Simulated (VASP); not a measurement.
# Y2Si3O (P-6m2) in VASP: a series of runs, part 2 of 2

VASP 6.6.1. The steps go on from the part before.

## Step 3: Single point, PBE

This run uses another cell than the first one, of 21.86 Å³/atom, 1.227 times its volume.

Input file INCAR:

```
SYSTEM = Y2Si3O
PREC     = Accurate       ! precision mode
ENCUT    = 520            ! plane-wave cutoff, eV
EDIFF    = 1E-6           ! SCF threshold, eV
ISMEAR   = 0              ! smearing method
SIGMA    = 0.1            ! smearing width, eV
LREAL    = .FALSE.        ! projectors in reciprocal space
LASPH    = .TRUE.         ! aspherical terms in the spheres
NELM     = 60             ! most SCF steps
ALGO     = Normal         ! electronic algorithm
ISIF     = 2              ! what is computed and relaxed
LWAVE    = .FALSE.        ! write WAVECAR
LCHARG   = .FALSE.        ! write CHGCAR
GGA      = PE             ! functional
NBANDS   = 29             ! bands
```

Input file KPOINTS:

```
Automatic mesh
0
G
  6 6 2
  0 0 0
```

Input file POSCAR:

```
Y2Si3O
1.0
    4.1116889300      0.0000000000      0.0000000000
   -2.0558444600      3.5608270600      0.0000000000
    0.0000000000      0.0000000000      8.9571032800
Y Si O
2 3 1
Direct
    0.3333333300      0.6666666700      0.2516720000
    0.3333333300      0.6666666700      0.7483280000
    0.6666666700      0.3333333300      0.5000000000
    0.0000000000      0.0000000000      0.0000000000
    0.0000000000      0.0000000000      0.5000000000
    0.6666666700      0.3333333300      0.0000000000
```

Potentials or basis: VASP PAW PBE potentials, release 64 (Y_sv, Si, O).

On the command line:

```bash
> cat potpaw_PBE.64/Y_sv/POTCAR potpaw_PBE.64/Si/POTCAR potpaw_PBE.64/O/POTCAR > POTCAR
> mpirun -np 1 vasp_std > vasp.out
```

OUTCAR:

```text
SYSTEM = Y2Si3O
   PREC = Accurate
   ENCUT = 520
   EDIFF = 1E-6
   ISMEAR = 0
   LREAL = .FALSE.
   LASPH = .TRUE.
   NELM = 60
   ISIF = 2
   GGA = PE

 ion  position               nearest neighbor table
   1  0.333  0.667  0.252-   3 3.25   5 3.25   3 3.25   5 3.25   5 3.25   3 3.25   4 3.27   4 3.27
                             4 3.27
   2  0.333  0.667  0.748-   3 3.25   5 3.25   3 3.25   5 3.25   5 3.25   3 3.25   4 3.27   4 3.27
                             4 3.27
   3  0.667  0.333  0.500-   5 2.37   5 2.37   5 2.37   2 3.25   1 3.25   2 3.25   1 3.25   1 3.25
                             2 3.25
   4  0.000  0.000  0.000-   6 2.37   6 2.37   6 2.37   1 3.27   2 3.27   1 3.27   2 3.27   1 3.27
                             2 3.27
[... 648 lines left out ...]
  in kB     -108.0876808   -108.0876804   -137.1276001     -0.0000002      0.0000000      0.0000000
  external PRESSURE =    -117.7676538 kB  Pullay stress =       0.0000000 kB

 VOLUME and BASIS-vectors are now :
 -----------------------------------------------------------------------------
  energy-cutoff  :      520.00
  volume of cell :      131.14
      direct lattice vectors                 reciprocal lattice vectors
     4.111688930  0.000000000  0.000000000     0.243209060  0.140416816  0.000000000
    -2.055844460  3.560827060  0.000000000     0.000000000  0.280833633  0.000000000
     0.000000000  0.000000000  8.957103280     0.000000000  0.000000000  0.111643237

 POSITION                                       TOTAL-FORCE (eV/Angst)
 -----------------------------------------------------------------------------------
     -0.00000      2.37388      2.25425        -0.000000     -0.000000      0.245827
     -0.00000      2.37388      6.70285        -0.000000     -0.000000     -0.245827
      2.05584      1.18694      4.47855         0.000000     -0.000000      0.000000
      0.00000      0.00000      0.00000         0.000000     -0.000000      0.000000
      0.00000      0.00000      4.47855         0.000000     -0.000000      0.000000
      2.05584      1.18694      0.00000        -0.000000      0.000000      0.000000
 -----------------------------------------------------------------------------------
    total drift:                                0.000001     -0.000001      0.000000

  FREE ENERGIE OF THE ION-ELECTRON SYSTEM (eV)
  ---------------------------------------------------
  free  energy   TOTEN  =       -36.7810753355 eV

  energy  without entropy=      -36.7382980807  energy(sigma->0) =      -36.75968671
```

OSZICAR:

```text
N       E                     dE             d eps       ncg     rms          rms(c)
DAV:   1     0.179288807701E+03    0.17929E+03   -0.18588E+04   812   0.124E+03
DAV:   2    -0.229573840072E+02   -0.20225E+03   -0.19651E+03   954   0.279E+02
DAV:   3    -0.399056889766E+02   -0.16948E+02   -0.16729E+02  1336   0.592E+01
DAV:   4    -0.407910366921E+02   -0.88535E+00   -0.88102E+00  1211   0.127E+01
DAV:   5    -0.408119554538E+02   -0.20919E-01   -0.20911E-01  1146   0.178E+00    0.234E+01
DAV:   6    -0.376418682473E+02    0.31701E+01   -0.16925E+01   991   0.190E+01    0.197E+01
DAV:   7    -0.372003559811E+02    0.44151E+00   -0.10525E+01  1023   0.109E+01    0.153E+01
DAV:   8    -0.370072444148E+02    0.19311E+00   -0.65557E+00  1103   0.625E+00    0.666E+00
DAV:   9    -0.368222172243E+02    0.18503E+00   -0.10540E+00  1165   0.308E+00    0.150E+00
DAV:  10    -0.367899449926E+02    0.32272E-01   -0.37134E-01  1021   0.202E+00    0.873E-01
DAV:  11    -0.367814016806E+02    0.85433E-02   -0.68280E-02  1118   0.822E-01    0.255E-01
DAV:  12    -0.367814022874E+02   -0.60684E-06   -0.89416E-03  1041   0.283E-01    0.140E-01
DAV:  13    -0.367811620959E+02    0.24019E-03   -0.33753E-03  1262   0.157E-01    0.941E-02
DAV:  14    -0.367810835523E+02    0.78544E-04   -0.53820E-04  1089   0.783E-02    0.300E-02
DAV:  15    -0.367810757171E+02    0.78352E-05   -0.75284E-05  1070   0.317E-02    0.121E-02
DAV:  16    -0.367810753355E+02    0.38155E-06   -0.56723E-06   910   0.101E-02
   1 F= -.36781075E+02 E0= -.36759687E+02  d E =-.427773E-01
```

stdout:

```text
POSCAR found type information on POSCAR Y SiO
 POSCAR found :  3 types and       6 ions
 scaLAPACK will be used
 LDA part: xc-table for (Slater+PW92), standard interpolation
 POSCAR, INCAR and KPOINTS ok, starting setup
 FFT: planning ... GRIDC
 FFT: planning ... GRID_SOFT
 FFT: planning ... GRID
 WAVECAR not read
 entering main loop
```

Wall time 41 s (1 thread of AMD EPYC 9R45 (Zen 5), shared host); peak memory 0.24 GiB.

Results:

```yaml
Free_energy: -36.7811 eV
Pressure: -11.8 GPa
Largest_force: 0.246 eV/Å
Band_gap_on_the_k_mesh: zero (band 20 reaches 5.03 eV, above the bottom of band 21 at 4.74 eV)
```

Forces on the atoms (eV/Å):
```
Y    0.000  0.000  0.246
Y    0.000  0.000 -0.246
Si   0.000  0.000  0.000
Si   0.000  0.000  0.000
Si   0.000  0.000  0.000
O    0.000  0.000  0.000
```

Stress tensor (GPa, compression positive):
```
-10.81   0.00   0.00
  0.00 -10.81   0.00
  0.00   0.00 -13.71
```

Levels at points of the mesh, in eV from the Fermi level:
| k point | band 17 | band 18 | band 19 | band 20 | band 21 | band 22 | band 23 | band 24 |
| --- | --- | --- | --- | --- | --- | --- | --- | --- |
| (0.00, 0.00, 0.00) | -2.69 | -1.19 | -0.75 | -0.27 | -0.27 | 0.04 | 0.94 | 0.94 |
| (0.50, 0.00, 0.00) | -2.93 | -2.61 | -1.51 | -0.39 | 0.05 | 1.45 | 1.48 | 1.95 |
| (0.00, 0.00, 0.50) | -2.71 | -1.13 | -0.73 | -0.04 | -0.04 | 0.38 | 0.38 | 0.65 |
| (0.50, 0.00, 0.50) | -2.91 | -2.12 | -1.95 | -1.22 | 0.51 | 1.34 | 1.81 | 1.96 |
